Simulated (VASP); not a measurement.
## HW8C8: single point with PBE

System: HW8C8, a slab with vacuum.

```
W C H
1.0
     5.76414    0.00000    0.00000
    -2.88207    4.99189    0.00000
     0.00000    0.00000   17.23580
W C H
8 8 1
Cartesian
  0.0000 0.0000 1.0000
  0.0029 -0.0030 3.8692
  -1.4410 2.4959 1.0000
  -1.4412 2.4980 3.8699
  2.8821 0.0000 1.0000
  2.8787 -0.0030 3.8691
  1.4410 2.4959 1.0000
  1.4409 2.4949 3.8724
  1.4410 0.8323 2.3216
  1.4408 0.8159 4.9954
  0.0003 3.3272 2.3219
  -0.0126 3.3337 4.9958
  4.3230 0.8316 2.3399
  4.3227 0.8293 5.1175
  2.8816 3.3272 2.3219
  2.8941 3.3336 4.9959
  1.4399 5.8148 6.2091
```

```json
{
 "Program": "VASP 6.6.1",
 "Task": "single point",
 "Functional": "PBE",
 "Potentials or basis": "VASP PAW PBE potentials, release 64 (W_sv, C_h, H_h)",
 "Cutoff": "1000 eV",
 "k mesh": "3 × 3 × 1",
 "Occupations": "fermi-dirac, width 0.05 eV",
 "Spin": "no spin polarisation"
}
```

| Quantity | Value |
| --- | --- |
| Largest force | 0.132 eV/Å |
| Band gap on the k mesh | zero (an odd number of electrons rules out a gap without spin polarisation) |

Forces in eV/Å, atoms in the order of the input:
```
W   -0.108  0.057 -0.036
W   -0.010  0.006 -0.006
W   -0.001 -0.129 -0.031
W    0.000 -0.012 -0.004
W    0.106  0.057 -0.037
W    0.012  0.006 -0.006
W   -0.001 -0.004 -0.122
W   -0.001  0.003 -0.014
C    0.000  0.001 -0.001
C    0.000 -0.002  0.068
C    0.002 -0.001 -0.001
C   -0.003  0.002  0.068
C    0.000 -0.001  0.015
C    0.000  0.003  0.059
C   -0.002  0.000  0.000
C    0.004  0.002  0.067
H    0.001  0.012 -0.020
```

Levels at points of the mesh, in eV from the Fermi level:
```tsv
k point	band 71	band 72	band 73	band 74	band 75	band 76
(0.00, 0.00, 0.00)	0.46	0.60	0.60	0.65	1.23	1.40
```

It took 52 min on 1 thread of Intel(R) Xeon(R) Platinum 8259CL CPU @ 2.50GHz (Skylake/Cascade Lake), on a shared host, peak memory 1.4 GiB.

Caveat: the k points lie up to 0.42 Å⁻¹ apart, too coarse for converged energies and pressures of a metal; there is no dipole correction, which matters where the two faces differ; spin-orbit coupling is left out, which moves the levels of the heavy elements; an odd number of electrons without spin polarisation forces a metal; a magnetic or distorted state may lie lower.
